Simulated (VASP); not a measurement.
A run of VASP 6.6.1 is set up as follows.

INCAR

```
PREC = Accurate
ENCUT = 600
EDIFF = 1E-7
ISMEAR = 0
SIGMA = 0.05
LREAL = False
LASPH = True
NELM = 60
ALGO = Normal
ISIF = 3
LWAVE = False
LCHARG = False
GGA = PS
IBRION = 2
NSW = 80
EDIFFG = -0.003
PSTRESS = 80.0
```

KPOINTS

```
Automatic mesh
0
Gamma
  20 20 20
```

Contents of POSCAR:

```
Si
1.0
   -2.3400000000      2.3400000000      1.2925000000
    2.3400000000     -2.3400000000      1.2925000000
    2.3400000000      2.3400000000     -1.2925000000
Si
2
Direct
    0.0000000000      0.0000000000      0.0000000000
    0.7500000000      0.2500000000      0.5000000000
```

Potentials or basis: VASP PAW PBE potentials, release 64 (Si).

Command:

```bash
$ cat potpaw_PBE.64/Si/POTCAR > POTCAR
$ mpirun -np 1 vasp_std > vasp.out
```

(1) Estimate the band gap on the k mesh.

(2) Estimate the relaxed cell.

(3) What does it give for the space group after relaxing (to 0.1 Å)?

(4) Predict the relaxed volume.

## Answers

(1) zero (bands 4 and 5 overlap by 6.93 eV).

(2) a = 3.559 Å, b = 3.559 Å, c = 3.559 Å, α = 97.48°, β = 97.48°, γ = 137.69°.

(3) I4_1/amd (No. 141).

(4) 14.15 Å³/atom.

Caveat: the cell is relaxed towards a set pressure, so the run minimises the enthalpy, not the energy; the PAW data sets were made with another functional, which shifts forces and pressure a little.
